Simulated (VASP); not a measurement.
# YS (I4/mmm) in VASP: further runs

Runs on YS. Level: LDA. Tasks: electric field gradients.

All numbers are computed with VASP 6.6.1; they aren't measurements. Logs are shortened: lines on timing, memory, paths and dates and some standing lists are left out, and cuts for length are marked.

### Step 1. The cell of the first run

Symmetry: I4/mmm, No. 139, tetragonal system. The conventional cell has a = 3.880 Å, b = 3.880 Å, c = 5.542 Å, α = 90.00°, β = 90.00°, γ = 90.00°. Y (site symmetry 4/mmm) has 6 S at 2.74 to 2.77 Å within 3.6 Å. S (site symmetry 4/mmm) has 6 Y at 2.74 to 2.77 Å within 3.6 Å.

### Step 2. Electric field gradients, LDA (zz strain of +1 %)

INCAR

```
SYSTEM = YS
PREC = Accurate ; ENCUT = 520
EDIFF = 1E-8 ; ISMEAR = -1
SIGMA = 0.01 ; LREAL = .False.
LASPH = .True. ; NELM = 60
ALGO = Normal ; ISIF = 2
LWAVE = .False. ; LCHARG = .False.
GGA = CA ; LEFG = .True.
NBANDS = 16
```

KPOINTS

```
regular mesh
0
Gamma
  8 8 8
  0 0 0
```

POSCAR

```
YS
1.0
    0.0000000000      2.7436500000      2.7710865000
    2.7436500000      0.0000000000      2.7710865000
    2.7436500000      2.7436500000      0.0000000000
Y S
1 1
Direct
    0.5000000000      0.5000000000      0.5000000000
    0.0000000000      0.0000000000      0.0000000000
```

Potentials or basis: VASP PAW LDA potentials, release 64 (Y_sv, S).

Run with:

```
$ cat potpaw_LDA.64/Y_sv/POTCAR potpaw_LDA.64/S/POTCAR > POTCAR
$ mpirun -np 1 vasp_std > vasp.out
```

OUTCAR:

```text
SYSTEM = YS
   PREC = Accurate
   ENCUT = 520
   EDIFF = 1E-8
   ISMEAR = -1
   LREAL = .False.
   LASPH = .True.
   NELM = 60
   ISIF = 2
   GGA = CA

 ion  position               nearest neighbor table
   1  0.500  0.500  0.500-   2 2.74   2 2.74   2 2.74   2 2.74   2 2.77   2 2.77
   2  0.000  0.000  0.000-   1 2.74   1 2.74   1 2.74   1 2.74   1 2.77   1 2.77

  LATTYP: Found a body centered tetragonal cell.
 ALAT       =     3.8801070404
 C/A-ratio  =     1.4283556980

  Lattice vectors:

 A1 = (  -2.7436500000,   0.0000000000,   2.7710865000)
 A2 = (   2.7436500000,   0.0000000000,   2.7710865000)
 A3 = (   0.0000000000,   2.7436500000,  -2.7710865000)

Analysis of symmetry for initial positions (statically):
=====================================================================
 Subroutine PRICEL returns:
 Original cell was already a primitive cell.

 Routine SETGRP: Setting up the symmetry group for a
 body centered tetragonal supercell.

 Subroutine GETGRP returns: Found 16 space group operations
 (whereof 16 operations were pure point group operations)
 out of a pool of 16 trial point group operations.

The static configuration has the point symmetry D_4h.

Analysis of symmetry for dynamics (positions and initial velocities):
=====================================================================
 Subroutine PRICEL returns:
 Original cell was already a primitive cell.

 Routine SETGRP: Setting up the symmetry group for a
 body centered tetragonal supercell.

 Subroutine GETGRP returns: Found 16 space group operations
 (whereof 16 operations were pure point group operations)
 out of a pool of 16 trial point group operations.

The dynamic configuration has the point symmetry D_4h.

 Subroutine INISYM returns: Found 16 space group operations
 (whereof 16 operations are pure point group operations),
 and found     1 'primitive' translations

----------------------------------------------------------------------------------------

                                     Primitive cell

  volume of cell :      41.7193

  direct lattice vectors                    reciprocal lattice vectors
     0.000000000  2.743650000  2.771086500    -0.182238988  0.182238988  0.180434642
     2.743650000  0.000000000  2.771086500     0.182238988 -0.182238988  0.180434642
     2.743650000  2.743650000  0.000000000     0.182238988  0.182238988 -0.180434642

  length of vectors
     3.899555835  3.899555835  3.880107040     0.314608896  0.314608896  0.314608896

  position of ions in fractional coordinates (direct lattice)
     0.500000000  0.500000000  0.500000000
     0.000000000  0.000000000  0.000000000

  ion indices of the primitive-cell ions
   primitive index   ion index
                 1           1
                 2           2

----------------------------------------------------------------------------------------

 KPOINTS: regular mesh

Automatic generation of k-mesh.
 Grid dimensions read from file:
 generate k-points for:    8    8    8

 Generating k-lattice:

  Cartesian coordinates                     Fractional coordinates (reciprocal lattice)
    -0.022779874  0.022779874  0.022554330     0.125000000  0.000000000  0.000000000
     0.022779874 -0.022779874  0.022554330     0.000000000  0.125000000  0.000000000
     0.022779874  0.022779874 -0.022554330     0.000000000  0.000000000  0.125000000

  Length of vectors
     0.039326112  0.039326112  0.039326112

  Shift w.r.t. Gamma in fractional coordinates (k-lattice)
     0.000000000  0.000000000  0.000000000

 Subroutine IBZKPT returns following result:
 ===========================================

 Found     59 irreducible k-points:

 Following reciprocal coordinates:
            Coordinates               Weight
  0.000000  0.000000  0.000000      1.000000
  0.125000  0.000000  0.000000      8.000000
  0.250000  0.000000  0.000000      8.000000
  0.375000 -0.000000  0.000000      8.000000
  0.500000  0.000000  0.000000      4.000000
  0.125000  0.125000  0.000000      2.000000
[... 16 lines left out ...]
  0.250000  0.000000  0.125000     16.000000
  0.375000 -0.000000  0.125000     16.000000
 [... further k-points ...]
   k-points           NKPTS =     59   k-points in BZ     NKDIM =     59   number of bands    NBANDS=     16
   number of dos      NEDOS =    301   number of ions     NIONS =      2
   total plane-waves  NPLWV =  27000
   dimension x,y,z NGX =    30 NGY =   30 NGZ =   30
   dimension x,y,z NGXF=    60 NGYF=   60 NGZF=   60
   ions per type =               1   1
   NGX,Y,Z   is equivalent  to a cutoff of  12.79, 12.79, 12.85 a.u.
   NGXF,Y,Z  is equivalent  to a cutoff of  25.58, 25.58, 25.71 a.u.
 SYSTEM =  YS
   PREC   = accura    normal or accurate (medium, high low for compatibility)
   ISTART =      0    job   : 0-new  1-cont  2-samecut
   ICHARG =      2    charge: 1-file 2-atom 10-const
   ISPIN  =      1    spin polarized calculation?
   LNONCOLLINEAR =      F non collinear calculations
   LSORBIT =      F    spin-orbit coupling
   LASPH  =      T    aspherical Exc in radial PAW
   ENCUT  =  520.0 eV  38.22 Ry    6.18 a.u.   7.25  7.25  7.21*2*pi/ulx,y,z
   NELM   =     60;   NELMIN=  2; NELMDL= -5     # of ELM steps
   EDIFF  = 0.1E-07   stopping-criterion for ELM
   LREAL  =      F    real-space projection
   EDIFFG = 0.1E-06   stopping-criterion for IOM
   NSW    =      0    number of steps for IOM
   IBRION =     -1    ionic relax: 0-MD 1-quasi-New 2-CG
   NFREE  =      0    steps in history (QN), initial steepest desc. (CG)
   ISIF   =      2    stress and relaxation
   ISYM   =      2    0-nonsym 1-usesym 2-fastsym
   POTIM  = 0.5000    time-step for ionic-motion
   TEBEG  =    0.0;   TEEND  =   0.0 temperature during run
   PSTRESS=    0.0 pullay stress
   NELECT =      17.0000    total number of electrons
   NUPDOWN=      -1.0000    fix difference up-down
   EMIN   =  10.00;   EMAX   =-10.00  energy-range for DOS
   EFERMI =   0.00;   METHOD = LEGACY
   ISMEAR =    -1;   SIGMA  =   0.01  broadening in eV -4-tet -1-fermi 0-gaus
   EFERMI_NEDOS =   21; number of points for ismear=-14 and -15
   IALGO  =     38    algorithm
   IMIX   =      4    mixing-type and parameters
     AMIX     =   0.40;   BMIX     =  1.00
     AMIX_MAG =   1.60;   BMIX_MAG =  1.00
  volume/ion in A,a.u.               =      20.86       140.77
  Fermi-wavevector in a.u.,A,eV,Ry     =   1.213702  2.293564 20.042360  1.473072
  Thomas-Fermi vector in A             =   2.349145
   LORBIT       =      0    0 simple, 1 ext, 2 COOP (PROOUT), +10 PAW based schemes
   GGA     = CA    functional components
   LHFCALC =     F    Hartree Fock is set to
   AEXX    =    0.0000 exact exchange contribution
   IVDW    =     0    specifies the selected vdW correction
   LEPSILON=     F    determine dielectric tensor
   LRPA    =     F    only Hartree local field effects (RPA)
 non-spin polarized calculation
  energy-cutoff  :      520.00
  volume of cell :       41.72
 maximum number of plane-waves:      1139
 NGX is ok and might be reduce to    30
   NGX = 15   NGY = 15   NGZ = 15

 number of electron      16.9999999 magnetization

 Free energy of the ion-electron system (eV)
  ---------------------------------------------------
  ext. energy  EPLUGINS =         0.00000000
  ---------------------------------------------------
  free energy    TOTEN  =       -16.00389156 eV

  energy without entropy =      -16.00325807  energy(sigma->0) =      -16.00357481

 E-fermi :   6.5803     XC(G=0): -10.7410

 val. band max:        6.5416938883   @ k =   0.1250   0.0000   0.0000
 cond. band min:       6.5864256202   @ k =   0.3750  -0.0000   0.1250
 fundamental gap:      0.0447317319
 Fermi energy:         6.5803062883

 k-point     1 :       0.0000    0.0000    0.0000
  band No.  band energies     occupation
      1     -36.5509      2.00000
      2     -16.6113      2.00000
      3     -16.6093      2.00000
      4     -16.6093      2.00000
      5      -8.3841      2.00000
      6       3.2190      2.00000
[... 8 lines left out ...]
     15      13.4257      0.00000
     16      19.1074      0.00000

 k-point     2 :       0.1250    0.0000    0.0000
  band No.  band energies     occupation
      1     -36.5466      2.00000
      2     -16.6776      2.00000
      3     -16.6159      2.00000
      4     -16.6137      2.00000
      5      -8.2105      2.00000
      6       2.4235      2.00000
[... 8 lines left out ...]
     15      14.1113      0.00000
     16      17.7914      0.00000
[... 387 lines left out ...]
      5      -7.8610      2.00000
      6       1.0968      2.00000
[... 8 lines left out ...]
     15      15.0944      0.00000
     16      16.1005      0.00000

 k-point    24 :       0.3750   -0.0000    0.1250
  band No.  band energies     occupation
      1     -36.5266      2.00000
      2     -16.9274      2.00000
      3     -16.6593      2.00000
      4     -16.6533      2.00000
      5      -7.4576      2.00000
      6       0.2988      2.00000
[... 8 lines left out ...]
     15      14.1726      0.00000
     16      14.4448      0.00000

 [... further k-points ...]
[... 5 lines left out ...]
  --------------------------------------------------------------------------------------
  -------------------------------------------------------------------------------------
  Total       -1.0362789     -1.0362789     -1.5570748      0.0000000     -0.0000000      0.0000000
  in kB      -39.7969447    -39.7969447    -59.7974358      0.0000000     -0.0000000      0.0000000
  external PRESSURE =     -46.4637751 kB  Pullay stress =       0.0000000 kB

 VOLUME and BASIS-vectors are now :
 -----------------------------------------------------------------------------
  energy-cutoff  :      520.00
  volume of cell :       41.72
      direct lattice vectors                 reciprocal lattice vectors
     0.000000000  2.743650000  2.771086500    -0.182238988  0.182238988  0.180434642
     2.743650000  0.000000000  2.771086500     0.182238988 -0.182238988  0.180434642
     2.743650000  2.743650000  0.000000000     0.182238988  0.182238988 -0.180434642

 POSITION                                       TOTAL-FORCE (eV/Angst)
 -----------------------------------------------------------------------------------
      2.74365      2.74365      2.77109         0.000000      0.000000      0.000000
      0.00000      0.00000      0.00000         0.000000      0.000000     -0.000000
 -----------------------------------------------------------------------------------
    total drift:                                0.000000     -0.000000      0.000000

  FREE ENERGIE OF THE ION-ELECTRON SYSTEM (eV)
  ---------------------------------------------------
  free  energy   TOTEN  =       -16.0038915581 eV

  energy  without entropy=      -16.0032580654  energy(sigma->0) =      -16.00357481

 Electric field gradients (V/A^2)
---------------------------------------------------------------------
 ion       V_xx      V_yy      V_zz      V_xy      V_xz      V_yz
---------------------------------------------------------------------
   1      -5.270    -5.270    10.540    -0.000    -0.000    -0.000
   2      -2.225    -2.225     4.449    -0.000    -0.000    -0.000
---------------------------------------------------------------------

 Electric field gradients after diagonalization (V/A^2)
 (convention: |V_zz| > |V_xx| > |V_yy|)
----------------------------------------------------------------------
 ion       V_xx      V_yy      V_zz     asymmetry (V_yy - V_xx)/ V_zz
----------------------------------------------------------------------
   1      -5.270    -5.270    10.540       0.000
   2      -2.225    -2.224     4.449       0.000
----------------------------------------------------------------------

           NMR quadrupolar parameters

 Cq : quadrupolar parameter    Cq=e*Q*V_zz/h
 eta: asymmetry parameters     (V_yy - V_xx)/ V_zz
 Q  : nuclear electric quadrupole moment in mb (millibarn)
----------------------------------------------------------------------
 ion       Cq(MHz)       eta       Q (mb)
----------------------------------------------------------------------
   1       0.025       0.000       1.000
   2       0.011       0.000       1.000
----------------------------------------------------------------------
```

Wall time 73 s (1 thread of Intel Xeon Platinum 8259CL at 2.50GHz (Skylake/Cascade Lake), shared host); peak memory 0.19 GiB.

Results:

- Free energy: -16.0039 eV
- Pressure: -4.6 GPa
- Band gap on the k mesh: zero (an odd number of electrons rules out a gap without spin polarisation)
- Largest electric field gradient by atom: Y +10.5; S +4.4 V/Å²

Stress tensor (GPa, compression positive):
```
-3.98  0.00  0.00
 0.00 -3.98  0.00
 0.00  0.00 -5.98
```

Levels at points of the mesh, in eV from the Fermi level:
| k point | band 6 | band 7 | band 8 | band 9 | band 10 | band 11 | band 12 | band 13 |
| --- | --- | --- | --- | --- | --- | --- | --- | --- |
| (0.00, 0.00, 0.00) | -3.36 | -3.33 | -3.33 | -0.25 | -0.16 | -0.16 | 0.59 | 0.66 |
| (0.50, 0.00, 0.00) | -7.05 | -5.19 | -5.19 | 2.06 | 2.65 | 2.71 | 2.75 | 5.89 |
| (0.50, 0.50, 0.00) | -5.48 | -4.02 | -4.02 | -2.31 | 1.85 | 3.11 | 3.75 | 3.75 |
| (0.50, 0.00, 0.50) | -5.42 | -4.06 | -4.05 | -2.32 | 1.88 | 3.09 | 3.70 | 3.79 |

Electric field gradients, principal values (V/Å²):
| atom | least | middle | greatest (by size) |
| --- | --- | --- | --- |
| 1 Y | -5.270 | -5.270 | 10.540 |
| 2 S | -2.224 | -2.225 | 4.449 |

Caveat: the cell differs from its parent crystal (zz strain of +1 %); the cell stands under tension; without QUAD_EFG the Cq values of the log hold for a quadrupole moment of 1 mb, not for the nuclei.

[end of part 1 of 3]

The gap in the log of VASP goes by the Fermi energy; the results here count the filled bands.